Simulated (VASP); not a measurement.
# Ca7F16 (a cell with a defect) in VASP: relaxation of the atoms with PBEsol

Aim: the relaxation of the atoms of Ca7F16 (a cell with a defect) with PBEsol.

Program: VASP 6.6.1. These are calculated values, not measurements. Logs are shortened: lines on timing, memory, paths and dates and some standing lists are left out, and cuts for length are marked.

## (1) The cell of the first run

The cell holds a defect, 23 atoms: a = 7.445 Å, b = 7.445 Å, c = 7.445 Å, α = 60.00°, β = 60.00°, γ = 60.00°.

## (2) Relaxation of the atoms, PBEsol

Contents of INCAR:

```
  ALGO = Normal
  EDIFF = 1E-7
  EDIFFG = -0.03
  ENCUT = 520
  GGA = PS
  GGA_COMPAT = False
  IBRION = 2
  ISIF = 2
  ISMEAR = 0
  LASPH = True
  LCHARG = False
  LREAL = False
  LWAVE = False
  NELM = 120
  NELMIN = 4
  NSW = 80
  PREC = Accurate
  SIGMA = 0.05
```

Contents of KPOINTS:

```
k-points
0
Gamma
  2 2 2
```

Contents of POSCAR:

```
Ca7F16
1.0
    0.0000000000      5.2645000000      5.2645000000
    5.2645000000      0.0000000000      5.2645000000
    5.2645000000      5.2645000000      0.0000000000
Ca F
7 16
Direct
    0.0000000000      0.0000000000      0.0000000000
    0.0000000000      0.0000000000      0.5000000000
    0.0000000000      0.5000000000      0.0000000000
    0.0000000000      0.5000000000      0.5000000000
    0.5000000000      0.0000000000      0.0000000000
    0.5000000000      0.0000000000      0.5000000000
    0.5000000000      0.5000000000      0.0000000000
    0.1250000000      0.1250000000      0.1250000000
    0.3750000000      0.3750000000      0.3750000000
    0.1250000000      0.1250000000      0.6250000000
    0.3750000000      0.3750000000      0.8750000000
    0.1250000000      0.6250000000      0.1250000000
    0.3750000000      0.8750000000      0.3750000000
    0.1250000000      0.6250000000      0.6250000000
    0.3750000000      0.8750000000      0.8750000000
    0.6250000000      0.1250000000      0.1250000000
    0.8750000000      0.3750000000      0.3750000000
    0.6250000000      0.1250000000      0.6250000000
    0.8750000000      0.3750000000      0.8750000000
    0.6250000000      0.6250000000      0.1250000000
    0.8750000000      0.8750000000      0.3750000000
    0.6250000000      0.6250000000      0.6250000000
    0.8750000000      0.8750000000      0.8750000000
```

Potentials or basis: VASP PAW PBE potentials, release 64 (Ca_sv, F).

The run is started by

```bash
cat potpaw_PBE.64/Ca_sv/POTCAR potpaw_PBE.64/F/POTCAR > POTCAR
mpirun -np 1 vasp_std > vasp.out
```

OUTCAR:

```text
EDIFF = 1E-7
   EDIFFG = -0.03
   ENCUT = 520
   GGA = PS
   IBRION = 2
   ISIF = 2
   ISMEAR = 0
   LASPH = True
   LREAL = False
   NELM = 120
   NELMIN = 4
   NSW = 80
   PREC = Accurate

 ion  position               nearest neighbor table
   1  0.000  0.000  0.000-   8 2.28  10 2.28  12 2.28  15 2.28  16 2.28  19 2.28  21 2.28  23 2.28

   2  0.000  0.000  0.500-   8 2.28  10 2.28  13 2.28  14 2.28  17 2.28  18 2.28  21 2.28  23 2.28

   3  0.000  0.500  0.000-   8 2.28  11 2.28  12 2.28  14 2.28  17 2.28  19 2.28  20 2.28  23 2.28

   4  0.000  0.500  0.500-   9 2.28  10 2.28  12 2.28  14 2.28  17 2.28  19 2.28  21 2.28  22 2.28

   5  0.500  0.000  0.000-   8 2.28  11 2.28  13 2.28  15 2.28  16 2.28  18 2.28  20 2.28  23 2.28

   6  0.500  0.000  0.500-   9 2.28  10 2.28  13 2.28  15 2.28  16 2.28  18 2.28  21 2.28  22 2.28

   7  0.500  0.500  0.000-   9 2.28  11 2.28  12 2.28  15 2.28  16 2.28  19 2.28  20 2.28  22 2.28

   8  0.125  0.125  0.125-   1 2.28   2 2.28   3 2.28   5 2.28
   9  0.375  0.375  0.375-   4 2.28   6 2.28   7 2.28
  10  0.125  0.125  0.625-   1 2.28   2 2.28   4 2.28   6 2.28
  11  0.375  0.375  0.875-   3 2.28   5 2.28   7 2.28
  12  0.125  0.625  0.125-   1 2.28   3 2.28   4 2.28   7 2.28
  13  0.375  0.875  0.375-   2 2.28   5 2.28   6 2.28
  14  0.125  0.625  0.625-   2 2.28   3 2.28   4 2.28
  15  0.375  0.875  0.875-   1 2.28   5 2.28   6 2.28   7 2.28
  16  0.625  0.125  0.125-   1 2.28   5 2.28   6 2.28   7 2.28
  17  0.875  0.375  0.375-   2 2.28   3 2.28   4 2.28
  18  0.625  0.125  0.625-   2 2.28   5 2.28   6 2.28
  19  0.875  0.375  0.875-   1 2.28   3 2.28   4 2.28   7 2.28
  20  0.625  0.625  0.125-   3 2.28   5 2.28   7 2.28
  21  0.875  0.875  0.375-   1 2.28   2 2.28   4 2.28   6 2.28
  22  0.625  0.625  0.625-   4 2.28   6 2.28   7 2.28
  23  0.875  0.875  0.875-   1 2.28   2 2.28   3 2.28   5 2.28

  LATTYP: Found a face centered cubic cell.
 ALAT       =    10.5290000000

  Lattice vectors:

 A1 = (   0.0000000000,   5.2645000000,   5.2645000000)
 A2 = (   5.2645000000,   0.0000000000,   5.2645000000)
 A3 = (   5.2645000000,   5.2645000000,   0.0000000000)

Analysis of symmetry for initial positions (statically):
=====================================================================
 Subroutine PRICEL returns:
 Original cell was already a primitive cell.

 Routine SETGRP: Setting up the symmetry group for a
 face centered cubic supercell.

 Subroutine GETGRP returns: Found 48 space group operations
 (whereof 48 operations were pure point group operations)
 out of a pool of 48 trial point group operations.

The static configuration has the point symmetry O_h .

Analysis of symmetry for dynamics (positions and initial velocities):
=====================================================================
 Subroutine PRICEL returns:
 Original cell was already a primitive cell.

 Routine SETGRP: Setting up the symmetry group for a
 face centered cubic supercell.

 Subroutine GETGRP returns: Found 48 space group operations
 (whereof 48 operations were pure point group operations)
 out of a pool of 48 trial point group operations.

The dynamic configuration has the point symmetry O_h .

 Subroutine INISYM returns: Found 48 space group operations
 (whereof 48 operations are pure point group operations),
 and found     1 'primitive' translations

----------------------------------------------------------------------------------------

                                     Primitive cell

  volume of cell :     291.8108

  direct lattice vectors                    reciprocal lattice vectors
     0.000000000  5.264500000  5.264500000    -0.094975781  0.094975781  0.094975781
     5.264500000  0.000000000  5.264500000     0.094975781 -0.094975781  0.094975781
     5.264500000  5.264500000  0.000000000     0.094975781  0.094975781 -0.094975781

  length of vectors
     7.445127299  7.445127299  7.445127299     0.164502878  0.164502878  0.164502878

  position of ions in fractional coordinates (direct lattice)
     0.000000000  0.000000000  0.000000000
     0.000000000  0.000000000  0.500000000
     0.000000000  0.500000000  0.000000000
     0.000000000  0.500000000  0.500000000
     0.500000000  0.000000000  0.000000000
     0.500000000  0.000000000  0.500000000
[... 15 lines left out ...]
     0.625000000  0.625000000  0.625000000
     0.875000000  0.875000000  0.875000000

  ion indices of the primitive-cell ions
   primitive index   ion index
                 1           1
                 2           2
                 3           3
                 4           4
                 5           5
                 6           6
[... 15 lines left out ...]
                22          22
                23          23

----------------------------------------------------------------------------------------

 KPOINTS: k-points

Automatic generation of k-mesh.
 Grid dimensions read from file:
 generate k-points for:    2    2    2

 Generating k-lattice:

  Cartesian coordinates                     Fractional coordinates (reciprocal lattice)
    -0.047487891  0.047487891  0.047487891     0.500000000  0.000000000  0.000000000
     0.047487891 -0.047487891  0.047487891     0.000000000  0.500000000  0.000000000
     0.047487891  0.047487891 -0.047487891     0.000000000  0.000000000  0.500000000

  Length of vectors
     0.082251439  0.082251439  0.082251439

  Shift w.r.t. Gamma in fractional coordinates (k-lattice)
     0.000000000  0.000000000  0.000000000

 Subroutine IBZKPT returns following result:
 ===========================================

 Found      3 irreducible k-points:

 Following reciprocal coordinates:
            Coordinates               Weight
  0.000000  0.000000  0.000000      1.000000
  0.500000  0.000000  0.000000      4.000000
  0.500000  0.500000  0.000000      3.000000
   k-points           NKPTS =      3   k-points in BZ     NKDIM =      3   number of bands    NBANDS=    109
   number of dos      NEDOS =    301   number of ions     NIONS =     23
   total plane-waves  NPLWV = 175616
   dimension x,y,z NGX =    56 NGY =   56 NGZ =   56
   dimension x,y,z NGXF=   112 NGYF=  112 NGZF=  112
   ions per type =               7  16
   NGX,Y,Z   is equivalent  to a cutoff of  12.50, 12.50, 12.50 a.u.
   NGXF,Y,Z  is equivalent  to a cutoff of  25.01, 25.01, 25.01 a.u.
 SYSTEM =  unknown system
   PREC   = accura    normal or accurate (medium, high low for compatibility)
   ISTART =      0    job   : 0-new  1-cont  2-samecut
   ICHARG =      2    charge: 1-file 2-atom 10-const
   ISPIN  =      1    spin polarized calculation?
   LNONCOLLINEAR =      F non collinear calculations
   LSORBIT =      F    spin-orbit coupling
   LASPH  =      T    aspherical Exc in radial PAW
   ENCUT  =  520.0 eV  38.22 Ry    6.18 a.u.  13.84 13.84 13.84*2*pi/ulx,y,z
   NELM   =    120;   NELMIN=  4; NELMDL= -5     # of ELM steps
   EDIFF  = 0.1E-06   stopping-criterion for ELM
   LREAL  =      F    real-space projection
   EDIFFG = -.3E-01   stopping-criterion for IOM
   NSW    =     80    number of steps for IOM
   IBRION =      2    ionic relax: 0-MD 1-quasi-New 2-CG
   NFREE  =      1    steps in history (QN), initial steepest desc. (CG)
   ISIF   =      2    stress and relaxation
   ISYM   =      2    0-nonsym 1-usesym 2-fastsym
   POTIM  = 0.5000    time-step for ionic-motion
   TEBEG  =    0.0;   TEEND  =   0.0 temperature during run
   PSTRESS=    0.0 pullay stress
   NELECT =     182.0000    total number of electrons
   NUPDOWN=      -1.0000    fix difference up-down
   EMIN   =  10.00;   EMAX   =-10.00  energy-range for DOS
   EFERMI =   0.00;   METHOD = LEGACY
   ISMEAR =     0;   SIGMA  =   0.05  broadening in eV -4-tet -1-fermi 0-gaus
   EFERMI_NEDOS =   21; number of points for ismear=-14 and -15
   IALGO  =     38    algorithm
   IMIX   =      4    mixing-type and parameters
     AMIX     =   0.40;   BMIX     =  1.00
     AMIX_MAG =   1.60;   BMIX_MAG =  1.00
  volume/ion in A,a.u.               =      12.69        85.62
  Fermi-wavevector in a.u.,A,eV,Ry     =   1.398722  2.643202 26.618765  1.956424
  Thomas-Fermi vector in A             =   2.521852
   LORBIT       =      0    0 simple, 1 ext, 2 COOP (PROOUT), +10 PAW based schemes
   GGA     = PS    functional components
   LHFCALC =     F    Hartree Fock is set to
   AEXX    =    0.0000 exact exchange contribution
   IVDW    =     0    specifies the selected vdW correction
   LEPSILON=     F    determine dielectric tensor
   LRPA    =     F    only Hartree local field effects (RPA)
 conjugate gradient relaxation of ions
 non-spin polarized calculation
 Gauss-broadening in eV      SIGMA  =   0.05
  energy-cutoff  :      520.00
  volume of cell :      291.81
 maximum number of plane-waves:      7880
 NGX is ok and might be reduce to    56
   NGX = 27   NGY = 27   NGZ = 27

--------------------------------------- Ionic step        1  -------------------------------------------

 number of electron     182.0000232 magnetization

 Free energy of the ion-electron system (eV)
  ---------------------------------------------------
  ext. energy  EPLUGINS =         0.00000000
  ---------------------------------------------------
  free energy    TOTEN  =      -126.13141594 eV

  energy without entropy =     -126.10053835  energy(sigma->0) =     -126.11597715

------------------------ aborting loop because EDIFF is reached ----------------------------------------

  FORCE on cell =-STRESS in cart. coord.  units (eV):
  Direction    XX          YY          ZZ          XY          YZ          ZX
  --------------------------------------------------------------------------------------
  -------------------------------------------------------------------------------------
  Total       13.9240445     13.9240445     13.9240445      0.0000000     -0.0000000     -0.0000000
  in kB       76.4494914     76.4494914     76.4494914      0.0000000     -0.0000000     -0.0000000
  external PRESSURE =      76.4494914 kB  Pullay stress =       0.0000000 kB
[... 213 lines left out ...]
  energy  without entropy=     -126.1502685767  energy(sigma->0) =     -126.16566421

--------------------------------------- Ionic step        5  -------------------------------------------

 number of electron     182.0000028 magnetization

 Free energy of the ion-electron system (eV)
  ---------------------------------------------------
  ext. energy  EPLUGINS =         0.00000000
  ---------------------------------------------------
  free energy    TOTEN  =      -126.18204472 eV

  energy without entropy =     -126.15145687  energy(sigma->0) =     -126.16675079

 E-fermi :  -1.2888     XC(G=0): -10.0858

 val. band max:       -1.2919118228   @ k =   0.5000   0.5000   0.0000
 cond. band min:      -1.2796922937   @ k =   0.0000   0.0000   0.0000
 fundamental gap:      0.0122195292
 Fermi energy:        -1.2888159198

 k-point     1 :       0.0000    0.0000    0.0000
  band No.  band energies     occupation
      1     -36.6414      2.00000
      2     -36.4781      2.00000
      3     -36.4381      2.00000
      4     -36.4381      2.00000
      5     -36.4381      2.00000
      6     -36.4161      2.00000
[... 307 lines left out ...]
    102       8.6754      0.00000
    103       8.6983      0.00000
 [bands above 103 left out]

------------------------ aborting loop because EDIFF is reached ----------------------------------------

  FORCE on cell =-STRESS in cart. coord.  units (eV):
  Direction    XX          YY          ZZ          XY          YZ          ZX
  --------------------------------------------------------------------------------------
  -------------------------------------------------------------------------------------
  Total       15.7083133     15.7083133     15.7083133      0.0000000      0.0000000     -0.0000000
  in kB       86.2459581     86.2459581     86.2459581      0.0000000      0.0000000     -0.0000000
  external PRESSURE =      86.2459581 kB  Pullay stress =       0.0000000 kB
[... 38 lines left out ...]
  FREE ENERGIE OF THE ION-ELECTRON SYSTEM (eV)
  ---------------------------------------------------
  free  energy   TOTEN  =      -126.1820447185 eV

  energy  without entropy=     -126.1514568683  energy(sigma->0) =     -126.16675079

 reached required accuracy - stopping structural energy minimisation
```

Run time: 15 min. Hardware: 1 thread of AMD EPYC 7R43 (Zen 3), shared host; peak memory 0.43 GiB.

What came out:

* Free energy: -126.1820 eV
* Energy gained by relaxing: 2.2 meV/atom
* Ionic steps: 5
* Pressure after relaxing: 8.6 GPa
* Band gap on the k mesh: zero (bands 91 and 92 overlap by 0.12 eV)

Forces in eV/Å, atoms in the order of the input:
```
Ca   0.000  0.000  0.000
Ca   0.000  0.000  0.000
Ca   0.000  0.000  0.000
Ca   0.000  0.000  0.000
Ca   0.000  0.000  0.000
Ca   0.000  0.000  0.000
Ca   0.000  0.000  0.000
F    0.000  0.000  0.000
F   -0.001 -0.001 -0.001
F    0.000  0.000  0.000
F    0.001  0.001 -0.001
F    0.000  0.000  0.000
F    0.001 -0.001  0.001
F    0.001 -0.001 -0.001
F    0.000  0.000  0.000
F    0.000  0.000  0.000
F   -0.001  0.001  0.001
F   -0.001  0.001 -0.001
F    0.000  0.000  0.000
F   -0.001 -0.001  0.001
F    0.000  0.000  0.000
F    0.001  0.001  0.001
F    0.000  0.000  0.000
```

Step by step:
```csv
step,energy change (eV),largest force (eV/Å),pressure (GPa)
1,0.0000,0.2202,7.64
2,-0.0174,0.1735,7.83
3,-0.0469,0.0482,8.39
4,-0.0496,0.0517,8.62
5,-0.0506,0.0026,8.62
```

Final structure:
```cif
data_structure
_symmetry_space_group_name_H-M 'P 1'
_symmetry_Int_Tables_number 1
_cell_length_a 7.4451
_cell_length_b 7.4451
_cell_length_c 7.4451
_cell_angle_alpha 60.000
_cell_angle_beta 60.000
_cell_angle_gamma 60.000
_cell_volume 291.81
loop_
_atom_site_label
_atom_site_type_symbol
_atom_site_fract_x
_atom_site_fract_y
_atom_site_fract_z
_atom_site_occupancy
Ca1 Ca 0.00000 0.00000 0.00000 1
Ca2 Ca 0.00000 0.00000 0.50000 1
Ca3 Ca 0.00000 0.50000 0.00000 1
Ca4 Ca 0.00000 0.50000 0.50000 1
Ca5 Ca 0.50000 0.00000 0.00000 1
Ca6 Ca 0.50000 0.00000 0.50000 1
Ca7 Ca 0.50000 0.50000 0.00000 1
F1 F 0.12419 0.12419 0.12419 1
F2 F 0.37196 0.37196 0.37196 1
F3 F 0.12419 0.12419 0.62744 1
F4 F 0.37196 0.37196 0.88413 1
F5 F 0.12419 0.62744 0.12419 1
F6 F 0.37196 0.88413 0.37196 1
F7 F 0.11587 0.62804 0.62804 1
F8 F 0.37256 0.87581 0.87581 1
F9 F 0.62744 0.12419 0.12419 1
F10 F 0.88413 0.37196 0.37196 1
F11 F 0.62804 0.11587 0.62804 1
F12 F 0.87581 0.37256 0.87581 1
F13 F 0.62804 0.62804 0.11587 1
F14 F 0.87581 0.87581 0.37256 1
F15 F 0.62804 0.62804 0.62804 1
F16 F 0.87581 0.87581 0.87581 1
```

Caveat: the k points lie up to 0.52 Å⁻¹ apart; the PAW data sets were made with another functional, which shifts forces and pressure a little.
